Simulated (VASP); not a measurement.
# MoSe in VASP: notebook

MoSe is run at these levels: PBE, r2SCAN; tasks: single point.

All numbers are computed with VASP 6.6.1; they aren't measurements. Logs are shortened: lines on timing, memory, paths and dates and some standing lists are left out, and cuts for length are marked.

### Step 1. The cell of the first run

It takes space group Fmmm (No. 69, orthorhombic). Conventional cell: a = 5.337 Å, b = 5.365 Å, c = 5.472 Å, α = 90.00°, β = 90.00°, γ = 90.00°. Within 3.5 Å of Mo (site symmetry mmm) lie 6 Se at 2.67 to 2.74 Å. Se (site symmetry mmm) has 6 Mo at 2.67 to 2.74 Å within 3.5 Å.

### Step 2. Single point, PBE, collinear spin

Contents of INCAR:

```
SYSTEM = MoSe
PREC = Accurate
ENCUT = 520
EDIFF = 1E-6
ISMEAR = 0
SIGMA = 0.05
LREAL = .FALSE.
LASPH = .TRUE.
NELM = 150
ALGO = Normal
ISIF = 2
LWAVE = .FALSE.
LCHARG = .FALSE.
ISPIN = 2
MAGMOM = 2.24 -2.24 0 0
LORBIT = 11
LMAXMIX = 4
GGA = PE
NBANDS = 32
```

Contents of KPOINTS:

```
Automatic mesh
0
G
  12 12 6
  0 0 0
```

Contents of POSCAR:

```
MoSe
1.0
    0.0000000000      2.7361949893      2.6825441073
    5.3373433050      2.7361949894      2.6825441073
    5.3373433049      5.4723899788      0.0000000001
Mo Se
2 2
Direct
    0.5000000000      0.5000000000      0.0000000000
    0.5000000000      0.5000000000      0.5000000000
    0.0000000000      0.0000000000      0.0000000000
    0.0000000000      0.0000000000      0.5000000000
```

Potentials or basis: VASP PAW PBE potentials, release 64 (Mo_sv, Se).

Command:

```bash
$ cat potpaw_PBE.64/Mo_sv/POTCAR potpaw_PBE.64/Se/POTCAR > POTCAR
$ mpirun -np 1 vasp_std > vasp.out
```

OUTCAR:

```text
SYSTEM = MoSe
   PREC = Accurate
   ENCUT = 520
   EDIFF = 1E-6
   ISMEAR = 0
   LREAL = .FALSE.
   LASPH = .TRUE.
   NELM = 150
   ISIF = 2
   ISPIN = 2
   LORBIT = 11
   GGA = PE

 ion  position               nearest neighbor table
   1  0.500  0.500  0.000-   3 2.67   3 2.67   4 2.68   4 2.68   4 2.74   4 2.74
   2  0.500  0.500  0.500-   4 2.67   4 2.67   3 2.68   3 2.68   3 2.74   3 2.74
   3  0.000  0.000  0.000-   1 2.67   1 2.67   2 2.68   2 2.68   2 2.74   2 2.74
   4  0.000  0.000  0.500-   2 2.67   2 2.67   1 2.68   1 2.68   1 2.74   1 2.74

  LATTYP: Found a base centered orthorhombic cell.
 ALAT       =     5.3650882145
 B/A-ratio  =     1.0200000000
 C/A-ratio  =     0.9948286201

  Lattice vectors:

 A1 = (   0.0000000000,  -2.7361949893,  -2.6825441073)
 A2 = (  -0.0000000001,   2.7361949894,  -2.6825441072)
 A3 = (   5.3373433050,   0.0000000001,   0.0000000000)

Analysis of symmetry for initial positions (statically):
=====================================================================
 Subroutine PRICEL returns following result:

  LATTYP: Found a face centered orthorhombic cell.
 ALAT       =     5.3373433050
 B/A-ratio  =     1.0051982621
 C/A-ratio  =     1.0253022273
[... 12 lines left out ...]
 Subroutine GETGRP returns: Found  8 space group operations
 (whereof  8 operations were pure point group operations)
 out of a pool of  8 trial point group operations.

The static configuration has the point symmetry D_2h.

Analysis of symmetry for dynamics (positions and initial velocities):
=====================================================================
 Subroutine PRICEL returns following result:

  LATTYP: Found a face centered orthorhombic cell.
 ALAT       =     5.3373433050
 B/A-ratio  =     1.0051982621
 C/A-ratio  =     1.0253022273
[... 12 lines left out ...]
 Subroutine GETGRP returns: Found  8 space group operations
 (whereof  8 operations were pure point group operations)
 out of a pool of  8 trial point group operations.

The dynamic configuration has the point symmetry D_2h.

Analysis of structural, dynamic, and magnetic symmetry:
=====================================================================
 Subroutine PRICEL returns following result:

  LATTYP: Found a face centered orthorhombic cell.
 ALAT       =     5.3373433050
 B/A-ratio  =     1.0051982621
 C/A-ratio  =     1.0253022273
[... 12 lines left out ...]
 Subroutine GETGRP returns: Found  8 space group operations
 (whereof  8 operations were pure point group operations)
 out of a pool of  8 trial point group operations.

The overall configuration has the point symmetry D_2h.

 Subroutine INISYM returns: Found  8 space group operations
 (whereof  8 operations are pure point group operations),
 and found     2 'primitive' translations
[... 120 lines left out ...]
   GGA     = PE    functional components
   LHFCALC =     F    Hartree Fock is set to
   AEXX    =    0.0000 exact exchange contribution
   IVDW    =     0    specifies the selected vdW correction
   LEPSILON=     F    determine dielectric tensor
   LRPA    =     F    only Hartree local field effects (RPA)
 spin polarized calculation
 Gauss-broadening in eV      SIGMA  =   0.05
  energy-cutoff  :      520.00
  volume of cell :       78.35
 maximum number of plane-waves:      2132
   NGX = 15   NGY = 25   NGZ = 29

 number of electron      40.0000000 magnetization      -0.0000000

 number of electron      40.0000000 magnetization       0.0000000

 Free energy of the ion-electron system (eV)
  ---------------------------------------------------
  ext. energy  EPLUGINS =         0.00000000
  ---------------------------------------------------
  free energy    TOTEN  =       -26.88490232 eV

  energy without entropy =      -26.88245125  energy(sigma->0) =      -26.88367679

 E-fermi :   8.5240     XC(G=0): -11.2132

 val. band max:        8.5190719658   @ k =   0.5000   0.3333   0.3333
 cond. band min:       8.5259406348   @ k =  -0.1667   0.1667   0.0000
 fundamental gap:      0.0068686690
 Fermi energy:         8.5239701689

 spin component 1

 k-point     1 :       0.0000    0.0000    0.0000
  band No.  band energies     occupation
      1     -53.4927      1.00000
      2     -51.9492      1.00000
      3     -27.7860      1.00000
      4     -27.6491      1.00000
      5     -27.6372      1.00000
      6     -26.0585      1.00000
[... 829 lines left out ...]
     31      15.9214      0.00000
     32      16.1172      0.00000

 [... further k-points ...]

 spin component 2

 k-point     1 :       0.0000    0.0000    0.0000
  band No.  band energies     occupation
      1     -53.4927      1.00000
      2     -51.9492      1.00000
      3     -27.7860      1.00000
      4     -27.6491      1.00000
      5     -27.6372      1.00000
      6     -26.0585      1.00000
[... 829 lines left out ...]
     31      15.9214      0.00000
     32      16.1172      0.00000

 [... further k-points ...]
[... 5 lines left out ...]
  --------------------------------------------------------------------------------------
  -------------------------------------------------------------------------------------
  Total       -0.0542903     -1.7756668     -0.1577235      0.0000000     -0.0000000     -0.0000000
  in kB       -1.1101548    -36.3097301     -3.2252092      0.0000000     -0.0000000     -0.0000000
  external PRESSURE =     -13.5483647 kB  Pullay stress =       0.0000000 kB

 VOLUME and BASIS-vectors are now :
 -----------------------------------------------------------------------------
  energy-cutoff  :      520.00
  volume of cell :       78.35
      direct lattice vectors                 reciprocal lattice vectors
     0.000000000  2.736194989  2.682544107    -0.187359130  0.182735515  0.186390225
     5.337343305  2.736194989  2.682544107     0.187359130 -0.182735515  0.186390225
     5.337343305  5.472389979  0.000000000    -0.000000000  0.182735515 -0.186390225

 POSITION                                       TOTAL-FORCE (eV/Angst)
 -----------------------------------------------------------------------------------
      2.66867      2.73619      2.68254         0.000000      0.000000     -0.000000
      5.33734      5.47239      2.68254         0.000000     -0.000000     -0.000000
      0.00000      0.00000      0.00000        -0.000000     -0.000000      0.000000
      2.66867      2.73619      0.00000        -0.000000     -0.000000      0.000000
 -----------------------------------------------------------------------------------
    total drift:                                0.000000      0.000000      0.000000

  FREE ENERGIE OF THE ION-ELECTRON SYSTEM (eV)
  ---------------------------------------------------
  free  energy   TOTEN  =       -26.8849023196 eV

  energy  without entropy=      -26.8824512531  energy(sigma->0) =      -26.88367679

 total charge

# of ion       s       p       d       tot
------------------------------------------
    1        2.206   6.073   3.957  12.236
    2        2.206   6.073   3.957  12.236
    3        1.434   2.381   0.085   3.901
    4        1.434   2.381   0.085   3.901
--------------------------------------------------
tot          7.280  16.909   8.085  32.274

 magnetization (x)

# of ion       s       p       d       tot
------------------------------------------
    1        0.032   0.018   2.323   2.373
    2       -0.032  -0.018  -2.323  -2.373
    3       -0.005  -0.002  -0.006  -0.013
    4        0.005   0.002   0.006   0.013
--------------------------------------------------
tot          0.000   0.000   0.000   0.000
```

Wall time 13 min (1 thread of Oxide Virtual Turin-like, shared host); peak memory 0.68 GiB.

Results:

```yaml
Free_energy: -26.8849 eV
Pressure: -1.4 GPa
Band_gap_on_the_k_mesh: zero (filled and empty bands overlap)
Net_moment: 0.00 μB per cell
Site_moments: Mo +2.37, -2.37; Se -0.01, +0.01 μB
Valence_electrons_inside_the_program's_atomic_spheres: Mo 12.24; Se 3.90
```

### Step 3. Single point, r2SCAN, collinear spin

This run uses another cell than the first one, of 19.20 Å³/atom.

Contents of POSCAR:

```
MoSe
1.0
    0.0000000000      2.6825441072      2.6825441073
    5.3373433050      2.6825441073      2.6825441073
    5.3373433049      5.3650882146      0.0000000001
Mo Se
2 2
Direct
    0.5000000000      0.5000000000      0.0000000000
    0.5000000000      0.5000000000      0.5000000000
    0.0000000000      0.0000000000      0.0000000000
    0.0000000000      0.0000000000      0.5000000000
```

Contents of INCAR.step1:

```
PREC = Accurate
ENCUT = 520
ISMEAR = 0
SIGMA = 0.05
LREAL = F
LASPH = T
NELM = 150
ISPIN = 2
MAGMOM = 3 -3 0 0
LMAXMIX = 4
NBANDS = 32
GGA = PE
ALGO = Normal
EDIFF = 1E-4
LWAVE = T
LCHARG = F
```

Contents of INCAR.step2:

```
PREC = Accurate
ENCUT = 520
EDIFF = 1E-6
ISMEAR = 0
SIGMA = 0.05
LREAL = F
LASPH = T
NELM = 150
ALGO = Normal
ISIF = 2
LWAVE = F
LCHARG = T
ISPIN = 2
MAGMOM = 3 -3 0 0
LORBIT = 11
LMAXMIX = 4
METAGGA = R2SCAN
LMIXTAU = T
LELF = T
LVHAR = T
NBANDS = 32
ISTART = 1
```

Contents of KPOINTS:

```
Automatic mesh
0
Gamma
  12 12 6
```

Potentials or basis: VASP PAW PBE potentials, release 64 (Mo_sv, Se).

Command:

```bash
$ cat potpaw_PBE.64/Mo_sv/POTCAR potpaw_PBE.64/Se/POTCAR > POTCAR
$ cp INCAR.step1 INCAR
$ mpirun -np 1 vasp_std > vasp.out
$ cp INCAR.step2 INCAR
$ mpirun -np 1 vasp_std > vasp.out
```

Run time: 85 min. Hardware: 1 thread of Oxide Virtual Turin-like, shared host; peak memory 0.57 GiB.

It converged, with:

```
Free energy                                           : -79.8180 eV
Pressure                                              : 3.4 GPa
Band gap on the k mesh                                : zero (filled and empty bands overlap)
Net moment                                            : 0.00 μB per cell
Site moments                                          : Mo +2.73, -2.73; Se -0.02, +0.02 μB
Valence electrons inside the program's atomic spheres : Mo 12.24; Se 3.99
```

Stress tensor (GPa, compression positive):
```
3.82 0.00 0.00
0.00 3.17 0.00
0.00 0.00 3.17
```

Levels at points of the mesh, in eV from the Fermi level:
Spin up:
| k point | band 17 | band 18 | band 19 | band 20 | band 21 | band 22 | band 23 | band 24 |
| --- | --- | --- | --- | --- | --- | --- | --- | --- |
| (0.00, 0.00, 0.00) | -2.64 | -2.55 | -2.55 | -2.05 | -1.78 | -1.20 | 0.02 | 1.23 |
| (0.50, 0.00, 0.00) | -1.43 | -1.38 | -1.06 | 1.31 | 1.66 | 1.72 | 2.64 | 2.74 |
| (0.50, 0.50, 0.00) | -3.70 | -3.70 | -1.41 | -1.15 | -0.67 | 0.88 | 0.88 | 1.30 |
| (0.00, 0.00, 0.50) | -2.17 | -1.43 | -0.84 | -0.59 | 0.87 | 0.99 | 1.55 | 1.77 |
| (0.50, 0.00, 0.50) | -1.67 | -1.67 | -1.15 | -0.35 | -0.14 | 0.89 | 0.89 | 1.44 |
| (0.00, 0.50, 0.50) | -3.73 | -1.98 | -1.52 | -0.94 | -0.94 | -0.09 | 0.21 | 1.74 |
Spin down:
```csv
k point,band 18,band 19,band 20,band 21,band 22,band 23
"(0.00, 0.00, 0.00)",-2.55,-2.55,-2.05,-1.78,-1.20,0.02
"(0.50, 0.00, 0.00)",-1.38,-1.06,1.31,1.66,1.72,2.64
"(0.50, 0.50, 0.00)",-3.70,-1.41,-1.15,-0.67,0.88,0.88
"(0.00, 0.00, 0.50)",-1.43,-0.84,-0.59,0.87,0.99,1.55
"(0.50, 0.00, 0.50)",-1.67,-1.15,-0.35,-0.14,0.89,0.89
"(0.00, 0.50, 0.50)",-1.98,-1.52,-0.94,-0.94,-0.09,0.21
```

Caveat: the cell stands under pressure; the PAW data sets were made with another functional, which shifts forces and pressure a little.
